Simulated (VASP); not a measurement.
# MgO (P4/mmm) in VASP: further runs

MgO is run at these levels: PBE; tasks: single point, relaxation of cell and atoms.

Everything below comes from runs of VASP 6.6.1. Logs are shortened: lines on timing, memory, paths and dates and some standing lists are left out, and cuts for length are marked.

### Step 1. The cell of the first run

The structure is tetragonal, space group P4/mmm (No. 123). Conventional cell: a = 2.829 Å, b = 2.829 Å, c = 5.038 Å, α = 90.00°, β = 90.00°, γ = 90.00°. Within 2.7 Å of Mg (site symmetry 4/mmm) lie 4 O at 2.00 Å. O (site symmetry 4/mmm) has 4 Mg at 2.00 Å within 2.7 Å.

### Step 2. Single point, PBE

File INCAR:

```
PREC = Accurate
ENCUT = 600
EDIFF = 1E-6
ISMEAR = 0
SIGMA = 0.02
LREAL = F
LASPH = T
NELM = 120
ALGO = Normal
ISIF = 2
LWAVE = F
LCHARG = F
GGA = PE
NBANDS = 11
GGA_COMPAT = F
```

File KPOINTS:

```
Automatic mesh
0
Gamma
  12 12 8
```

File POSCAR:

```
MgO
1.0
    2.8289785626      0.0000000000      0.0000000000
    0.0000000000      2.8289785626      0.0000000000
    0.0000000000      0.0000000000      5.0378992968
Mg O
1 1
Direct
    0.5000000000      0.5000000000      0.0000000000
    0.0000000000      0.0000000000      0.0000000000
```

Potentials or basis: VASP PAW PBE potentials, release 64 (Mg, O).

Launch:

```console
$ cat potpaw_PBE.64/Mg/POTCAR potpaw_PBE.64/O/POTCAR > POTCAR
$ mpirun -np 1 vasp_std > vasp.out
```

OUTCAR:

```text
PREC = Accurate
   ENCUT = 600
   EDIFF = 1E-6
   ISMEAR = 0
   LREAL = F
   LASPH = T
   NELM = 120
   ISIF = 2
   GGA = PE

 ion  position               nearest neighbor table
   1  0.500  0.500  0.000-   2 2.00   2 2.00   2 2.00   2 2.00
   2  0.000  0.000  0.000-   1 2.00   1 2.00   1 2.00   1 2.00

  LATTYP: Found a simple tetragonal cell.
 ALAT       =     2.8289785626
 C/A-ratio  =     1.7808191845

  Lattice vectors:

 A1 = (   2.8289785626,   0.0000000000,   0.0000000000)
 A2 = (   0.0000000000,   2.8289785626,   0.0000000000)
 A3 = (   0.0000000000,   0.0000000000,   5.0378992968)

Analysis of symmetry for initial positions (statically):
=====================================================================
 Subroutine PRICEL returns:
 Original cell was already a primitive cell.

 Routine SETGRP: Setting up the symmetry group for a
 simple tetragonal supercell.

 Subroutine GETGRP returns: Found 16 space group operations
 (whereof 16 operations were pure point group operations)
 out of a pool of 16 trial point group operations.

The static configuration has the point symmetry D_4h.

Analysis of symmetry for dynamics (positions and initial velocities):
=====================================================================
 Subroutine PRICEL returns:
 Original cell was already a primitive cell.

 Routine SETGRP: Setting up the symmetry group for a
 simple tetragonal supercell.

 Subroutine GETGRP returns: Found 16 space group operations
 (whereof 16 operations were pure point group operations)
 out of a pool of 16 trial point group operations.

The dynamic configuration has the point symmetry D_4h.

 Subroutine INISYM returns: Found 16 space group operations
 (whereof 16 operations are pure point group operations),
 and found     1 'primitive' translations

----------------------------------------------------------------------------------------

                                     Primitive cell

  volume of cell :      40.3189

  direct lattice vectors                    reciprocal lattice vectors
     2.828978563  0.000000000  0.000000000     0.353484474  0.000000000  0.000000000
     0.000000000  2.828978563  0.000000000     0.000000000  0.353484474  0.000000000
     0.000000000  0.000000000  5.037899297     0.000000000  0.000000000  0.198495433

  length of vectors
     2.828978563  2.828978563  5.037899297     0.353484474  0.353484474  0.198495433

  position of ions in fractional coordinates (direct lattice)
     0.500000000  0.500000000  0.000000000
     0.000000000  0.000000000  0.000000000

  ion indices of the primitive-cell ions
   primitive index   ion index
                 1           1
                 2           2

----------------------------------------------------------------------------------------

 KPOINTS: Automatic mesh

Automatic generation of k-mesh.
 Grid dimensions read from file:
 generate k-points for:   12   12    8

 Generating k-lattice:

  Cartesian coordinates                     Fractional coordinates (reciprocal lattice)
     0.029457040  0.000000000  0.000000000     0.083333333  0.000000000  0.000000000
     0.000000000  0.029457040  0.000000000     0.000000000  0.083333333  0.000000000
     0.000000000  0.000000000  0.024811929     0.000000000  0.000000000  0.125000000

  Length of vectors
     0.029457040  0.029457040  0.024811929

  Shift w.r.t. Gamma in fractional coordinates (k-lattice)
     0.000000000  0.000000000  0.000000000

 Subroutine IBZKPT returns following result:
 ===========================================

 Found    140 irreducible k-points:

 Following reciprocal coordinates:
            Coordinates               Weight
  0.000000  0.000000  0.000000      1.000000
  0.083333  0.000000  0.000000      4.000000
  0.166667  0.000000  0.000000      4.000000
  0.250000  0.000000  0.000000      4.000000
  0.333333  0.000000  0.000000      4.000000
  0.416667  0.000000  0.000000      4.000000
[... 16 lines left out ...]
  0.333333  0.333333  0.000000      4.000000
  0.416667  0.333333  0.000000      8.000000
 [... further k-points ...]
   k-points           NKPTS =    140   k-points in BZ     NKDIM =    140   number of bands    NBANDS=     11
   number of dos      NEDOS =    301   number of ions     NIONS =      2
   total plane-waves  NPLWV =  23040
   dimension x,y,z NGX =    24 NGY =   24 NGZ =   40
   dimension x,y,z NGXF=    48 NGYF=   48 NGZF=   80
   ions per type =               1   1
   NGX,Y,Z   is equivalent  to a cutoff of  14.10, 14.10, 13.20 a.u.
   NGXF,Y,Z  is equivalent  to a cutoff of  28.21, 28.21, 26.40 a.u.
 SYSTEM =  unknown system
   PREC   = accura    normal or accurate (medium, high low for compatibility)
   ISTART =      0    job   : 0-new  1-cont  2-samecut
   ICHARG =      2    charge: 1-file 2-atom 10-const
   ISPIN  =      1    spin polarized calculation?
   LNONCOLLINEAR =      F non collinear calculations
   LSORBIT =      F    spin-orbit coupling
   LASPH  =      T    aspherical Exc in radial PAW
   ENCUT  =  600.0 eV  44.10 Ry    6.64 a.u.   5.65  5.65 10.06*2*pi/ulx,y,z
   NELM   =    120;   NELMIN=  2; NELMDL= -5     # of ELM steps
   EDIFF  = 0.1E-05   stopping-criterion for ELM
   LREAL  =      F    real-space projection
   EDIFFG = 0.1E-04   stopping-criterion for IOM
   NSW    =      0    number of steps for IOM
   IBRION =     -1    ionic relax: 0-MD 1-quasi-New 2-CG
   NFREE  =      0    steps in history (QN), initial steepest desc. (CG)
   ISIF   =      2    stress and relaxation
   ISYM   =      2    0-nonsym 1-usesym 2-fastsym
   POTIM  = 0.5000    time-step for ionic-motion
   TEBEG  =    0.0;   TEEND  =   0.0 temperature during run
   PSTRESS=    0.0 pullay stress
   NELECT =       8.0000    total number of electrons
   NUPDOWN=      -1.0000    fix difference up-down
   EMIN   =  10.00;   EMAX   =-10.00  energy-range for DOS
   EFERMI =   0.00;   METHOD = LEGACY
   ISMEAR =     0;   SIGMA  =   0.02  broadening in eV -4-tet -1-fermi 0-gaus
   EFERMI_NEDOS =   21; number of points for ismear=-14 and -15
   IALGO  =     38    algorithm
   IMIX   =      4    mixing-type and parameters
     AMIX     =   0.40;   BMIX     =  1.00
     AMIX_MAG =   1.60;   BMIX_MAG =  1.00
  volume/ion in A,a.u.               =      20.16       136.04
  Fermi-wavevector in a.u.,A,eV,Ry     =   0.954850  1.804405 12.404960  0.911739
  Thomas-Fermi vector in A             =   2.083634
   LORBIT       =      0    0 simple, 1 ext, 2 COOP (PROOUT), +10 PAW based schemes
   GGA     = PE    functional components
   LHFCALC =     F    Hartree Fock is set to
   AEXX    =    0.0000 exact exchange contribution
   IVDW    =     0    specifies the selected vdW correction
   LEPSILON=     F    determine dielectric tensor
   LRPA    =     F    only Hartree local field effects (RPA)
 non-spin polarized calculation
 Gauss-broadening in eV      SIGMA  =   0.02
  energy-cutoff  :      600.00
  volume of cell :       40.32
 maximum number of plane-waves:      1364
 NGX is ok and might be reduce to    24
   NGX = 11   NGY = 11   NGZ = 21

 number of electron       8.0000003 magnetization

 Free energy of the ion-electron system (eV)
  ---------------------------------------------------
  ext. energy  EPLUGINS =         0.00000000
  ---------------------------------------------------
  free energy    TOTEN  =       -11.10426174 eV

  energy without entropy =      -11.10426174  energy(sigma->0) =      -11.10426174

 E-fermi :  -0.9277     XC(G=0):  -6.8493

 val. band max:       -1.0927189915   @ k =   0.5000   0.5000   0.0000
 cond. band min:       1.1626293737   @ k =   0.0000   0.0000   0.0000
 fundamental gap:      2.2553483653
 Fermi energy:        -0.9277335609

 k-point     1 :       0.0000    0.0000    0.0000
  band No.  band energies     occupation
      1     -17.3886      2.00000
      2      -2.8516      2.00000
      3      -1.3366      2.00000
      4      -1.3366      2.00000
      5       1.1626      0.00000
      6       7.3582      0.00000
      7       8.6152      0.00000
      8      11.1788      0.00000
      9      18.7705      0.00000
     10      18.7715      0.00000
     11      18.9656      0.00000

 k-point     2 :       0.0833    0.0000    0.0000
  band No.  band energies     occupation
      1     -17.3450      2.00000
      2      -2.7956      2.00000
      3      -1.6816      2.00000
      4      -1.3358      2.00000
      5       1.3873      0.00000
      6       7.3506      0.00000
      7       8.8215      0.00000
      8      11.3165      0.00000
      9      17.3169      0.00000
     10      17.3724      0.00000
     11      18.9117      0.00000

 k-point     3 :       0.1667    0.0000    0.0000
  band No.  band energies     occupation
      1     -17.2226      2.00000
      2      -2.6370      2.00000
      3      -2.4669      2.00000
      4      -1.3337      2.00000
      5       1.9204      0.00000
      6       7.3153      0.00000
      7       9.3520      0.00000
      8      11.4617      0.00000
      9      15.5053      0.00000
     10      15.5645      0.00000
     11      18.7841      0.00000

 k-point     4 :       0.2500    0.0000    0.0000
  band No.  band energies     occupation
      1     -17.0476      2.00000
      2      -3.3573      2.00000
      3      -2.4052      2.00000
      4      -1.3309      2.00000
      5       2.6536      0.00000
      6       7.2242      0.00000
      7      10.0670      0.00000
      8      10.7763      0.00000
      9      13.9745      0.00000
     10      14.8912      0.00000
     11      18.5228      0.00000

 k-point     5 :       0.3333    0.0000    0.0000
  band No.  band energies     occupation
      1     -16.8621      2.00000
      2      -4.1382      2.00000
      3      -2.1522      2.00000
      4      -1.3281      2.00000
      5       3.5832      0.00000
      6       7.0652      0.00000
      7       9.2629      0.00000
      8      10.8895      0.00000
      9      12.9035      0.00000
     10      14.8560      0.00000
     11      18.2165      0.00000
[... 211 lines left out ...]
 k-point    21 :       0.4167    0.2500    0.0000
  band No.  band energies     occupation
      1     -16.5176      2.00000
      2      -4.2232      2.00000
      3      -2.7512      2.00000
      4      -1.5767      2.00000
      5       5.7191      0.00000
      6       7.8247      0.00000
      7       8.6608      0.00000
      8      11.6762      0.00000
      9      12.3501      0.00000
     10      14.3794      0.00000
     11      15.1135      0.00000

 k-point    22 :       0.5000    0.2500    0.0000
  band No.  band energies     occupation
      1     -16.4756      2.00000
      2      -4.3817      2.00000
      3      -2.7167      2.00000
      4      -1.5069      2.00000
      5       6.4834      0.00000
      6       7.7243      0.00000
      7       7.8451      0.00000
      8      11.5020      0.00000
      9      12.7239      0.00000
     10      13.9466      0.00000
     11      15.4482      0.00000

 k-point    23 :       0.3333    0.3333    0.0000
  band No.  band energies     occupation
      1     -16.5052      2.00000
      2      -3.7045      2.00000
      3      -3.3479      2.00000
      4      -1.5416      2.00000
      5       5.4813      0.00000
      6       8.1543      0.00000
      7      10.1123      0.00000
      8      11.4517      0.00000
      9      11.6710      0.00000
     10      14.0879      0.00000
     11      15.2481      0.00000

 k-point    24 :       0.4167    0.3333    0.0000
  band No.  band energies     occupation
      1     -16.4109      2.00000
      2      -3.9837      2.00000
      3      -3.3478      2.00000
      4      -1.3716      2.00000
      5       6.3072      0.00000
      6       8.5058      0.00000
      7       9.2914      0.00000
      8      11.2501      0.00000
      9      11.5593      0.00000
     10      14.4129      0.00000
     11      14.5355      0.00000

 [... further k-points ...]

------------------------ aborting loop because EDIFF is reached ----------------------------------------

  FORCE on cell =-STRESS in cart. coord.  units (eV):
  Direction    XX          YY          ZZ          XY          YZ          ZX
  --------------------------------------------------------------------------------------
  -------------------------------------------------------------------------------------
  Total       -0.1016240     -0.1016240     -0.0324603      0.0000000      0.0000000      0.0000000
  in kB       -4.0382944     -4.0382944     -1.2898944      0.0000000      0.0000000      0.0000000
  external PRESSURE =      -3.1221611 kB  Pullay stress =       0.0000000 kB

 VOLUME and BASIS-vectors are now :
 -----------------------------------------------------------------------------
  energy-cutoff  :      600.00
  volume of cell :       40.32
      direct lattice vectors                 reciprocal lattice vectors
     2.828978563  0.000000000  0.000000000     0.353484474  0.000000000  0.000000000
     0.000000000  2.828978563  0.000000000     0.000000000  0.353484474  0.000000000
     0.000000000  0.000000000  5.037899297     0.000000000  0.000000000  0.198495433

 POSITION                                       TOTAL-FORCE (eV/Angst)
 -----------------------------------------------------------------------------------
      1.41449      1.41449      0.00000         0.000000      0.000000      0.000000
      0.00000      0.00000      0.00000         0.000000      0.000000      0.000000
 -----------------------------------------------------------------------------------
    total drift:                               -0.000000      0.000000     -0.000000

  FREE ENERGIE OF THE ION-ELECTRON SYSTEM (eV)
  ---------------------------------------------------
  free  energy   TOTEN  =       -11.1042617359 eV

  energy  without entropy=      -11.1042617359  energy(sigma->0) =      -11.10426174
```

Run time: 37 s. Hardware: 1 thread of Intel Xeon Platinum 8175M at 2.50GHz (Skylake/Cascade Lake), shared host; peak memory 0.22 GiB.

What came out:

```yaml
Free_energy: -11.1043 eV
Pressure: -0.3 GPa
Band_gap_on_the_k_mesh: 2.26 eV (least direct gap 2.50 eV)
```

Levels at points of the mesh, in eV from the valence-band top:
```
           k point  band 2  band 3  band 4  band 5  band 6  band 7
(0.00, 0.00, 0.00)   -1.76   -0.24   -0.24    2.26    8.45    9.71
(0.50, 0.00, 0.00)   -3.76   -0.78   -0.23    6.98    7.35    7.91
(0.50, 0.50, 0.00)   -2.75   -2.75    0.00    8.26   11.73   11.73
(0.00, 0.00, 0.50)   -2.12   -0.24   -0.24    4.65    4.70   12.36
(0.50, 0.00, 0.50)   -3.73   -0.90   -0.23    5.83    9.01    9.42
(0.50, 0.50, 0.50)   -2.74   -2.74   -0.05    9.14   10.12   10.12
```

A k mesh can miss the band edges.

### Step 3. Relaxation of cell and atoms, PBE

This run uses another cell than the first one, of 17.89 Å³/atom.

File INCAR:

```
PREC = Accurate
ENCUT = 600
EDIFF = 1E-7
ISMEAR = 0
SIGMA = 0.02
LREAL = False
LASPH = True
NELM = 120
ALGO = Normal
ISIF = 3
LWAVE = False
LCHARG = False
GGA = PE
IBRION = 2
NSW = 100
EDIFFG = -0.01
GGA_COMPAT = False
NELMIN = 4
```

KPOINTS is that of step 2.

File POSCAR:

```
MgO
1.0
    2.8283590052      0.0000000000      0.0000000000
    0.0000000000      2.8283590052      0.0000000000
    0.0000000000      0.0000000000      4.4728536577
Mg O
1 1
Direct
    0.5000000000      0.5000000000      0.0000000000
    0.0000000000      0.0000000000      0.0000000000
```

Potentials or basis: VASP PAW PBE potentials, release 64 (Mg, O).

Launch:

```console
$ cat potpaw_PBE.64/Mg/POTCAR potpaw_PBE.64/O/POTCAR > POTCAR
$ mpirun -np 1 vasp_std > vasp.out
```

It took 2.8 min on 1 thread of Intel Xeon Platinum 8175M at 2.50GHz (Skylake/Cascade Lake), shared host; peak memory 0.21 GiB.

The run converged. Its results:

```yaml
Free_energy: -11.1009 eV
Relaxed_volume: 18.92 Å³/atom
Relaxed_cell: a = 2.826 Å, b = 2.826 Å, c = 4.739 Å, α = 90.00°, β = 90.00°, γ = 90.00°
Space_group_after_relaxing_to_0.1_Å: P4/mmm (No. 123)
Energy_gained_by_relaxing: 0.5 meV/atom
Ionic_steps: 12
Pressure_after_relaxing: 0.0 GPa
Band_gap_on_the_k_mesh: 2.18 eV (least direct gap 2.44 eV)
```

Step by step:
| step | energy change (eV) | largest force (eV/Å) | pressure (GPa) | volume (Å³) |
| --- | --- | --- | --- | --- |
| 1 | 0.0000 | 0.0000 | -0.26 | 35.78 |
| 2 | -0.0001 | 0.0000 | 0.31 | 35.63 |
| 3 | -0.0001 | 0.0000 | 0.05 | 35.70 |
| 4 | -0.0002 | 0.0000 | 0.06 | 35.72 |
| 5 | -0.0002 | 0.0000 | 0.05 | 35.75 |
| 6 | -0.0002 | 0.0000 | 0.04 | 35.82 |
| 7 | -0.0003 | 0.0000 | 0.03 | 35.95 |
| 8 | -0.0005 | 0.0000 | 0.01 | 36.21 |
| 9 | -0.0007 | 0.0000 | -0.04 | 36.73 |
| 10 | -0.0010 | 0.0000 | -0.14 | 37.78 |
| 11 | -0.0010 | 0.0000 | -0.07 | 37.81 |
| 12 | -0.0010 | 0.0000 | -0.02 | 37.83 |

Final structure:
```
Mg O
1.0
     2.82553    0.00000    0.00000
     0.00000    2.82553    0.00000
     0.00000    0.00000    4.73856
Mg O
1 1
Cartesian
  1.4128 1.4128 0.0000
  0.0000 0.0000 0.0000
```

Levels at points of the mesh, in eV from the valence-band top:
```tsv
k point	band 1	band 2	band 3	band 4	band 5	band 6	band 7	band 8
(0.00, 0.00, 0.00)	-16.33	-1.71	-0.26	-0.26	2.18	9.06	10.31	12.25
(0.50, 0.00, 0.00)	-15.60	-3.80	-0.77	-0.25	6.91	7.33	8.30	13.61
(0.50, 0.50, 0.00)	-15.20	-2.78	-2.78	0.00	8.13	11.92	11.92	12.04
(0.00, 0.00, 0.50)	-16.32	-2.22	-0.26	-0.26	4.87	5.04	12.38	15.25
(0.50, 0.00, 0.50)	-15.59	-3.75	-0.95	-0.25	5.68	9.19	9.83	10.09
(0.50, 0.50, 0.50)	-15.20	-2.76	-2.76	-0.08	9.33	9.99	9.99	10.16
```

A k mesh can miss the band edges.
